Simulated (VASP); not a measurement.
# SiO2 (Seifertite): single point with PBE

SiO2 (Seifertite):

```
Si O
1.0
     4.09700    0.00000    0.00000
     0.00000    5.04620    0.00000
     0.00000    0.00000    4.49460
Si O
4 8
Direct
  0.00000 0.15241 0.25000
  0.50000 0.34759 0.75000
  0.00000 0.84759 0.75000
  0.50000 0.65241 0.25000
  0.73158 0.61721 0.91997
  0.76842 0.88279 0.41997
  0.23158 0.88279 0.08003
  0.26842 0.61721 0.58003
  0.26842 0.38279 0.08003
  0.23158 0.11721 0.58003
  0.76842 0.11721 0.91997
  0.73158 0.38279 0.41997
```

```yaml
Program: VASP 6.6.1
Task: single point
Functional: PBE
Potentials_or_basis: VASP PAW PBE potentials, release 64 (Si, O)
Cutoff: 520 eV
k_mesh: 5 × 4 × 5
Occupations: fermi-dirac, width 0.02 eV
Spin: no spin polarisation
Dipole_correction: no
Further_INCAR_settings: ALGO = Normal; EDIFF = 1e-07; NBANDS = 44
```

* Pressure: 5.7 GPa
* Largest force: 0.028 eV/Å
* Band gap on the k mesh: 5.59 eV, direct

Forces in eV/Å, atoms in the order of the input:
```
Si   0.000  0.028  0.000
Si   0.000 -0.028  0.000
Si   0.000 -0.028  0.000
Si   0.000  0.028  0.000
O    0.003  0.005 -0.009
O   -0.003 -0.005 -0.009
O    0.003 -0.005  0.009
O   -0.003  0.005  0.009
O   -0.003 -0.005  0.009
O    0.003  0.005  0.009
O   -0.003  0.005 -0.009
O    0.003 -0.005 -0.009
```

Stress tensor (GPa, compression positive):
```
4.56 0.00 0.00
0.00 5.93 0.00
0.00 0.00 6.67
```

Levels at points of the mesh, in eV from the valence-band top:
| k point | band 28 | band 29 | band 30 | band 31 | band 32 | band 33 | band 34 | band 35 | band 36 | band 37 |
| --- | --- | --- | --- | --- | --- | --- | --- | --- | --- | --- |
| (0.00, 0.00, 0.00) | -1.41 | -0.77 | -0.36 | -0.32 | 0.00 | 5.59 | 7.68 | 8.84 | 8.89 | 9.97 |
| (0.00, 0.50, 0.00) | -2.05 | -1.68 | -1.68 | -0.22 | -0.22 | 7.48 | 7.48 | 9.82 | 9.82 | 11.06 |

It took 85 s on 1 thread of Intel(R) Xeon(R) Platinum 8488C (Sapphire Rapids), on a shared host, peak memory 0.23 GiB.

Expect the measured gap to be larger: semilocal functionals such as PBE lack the derivative discontinuity.
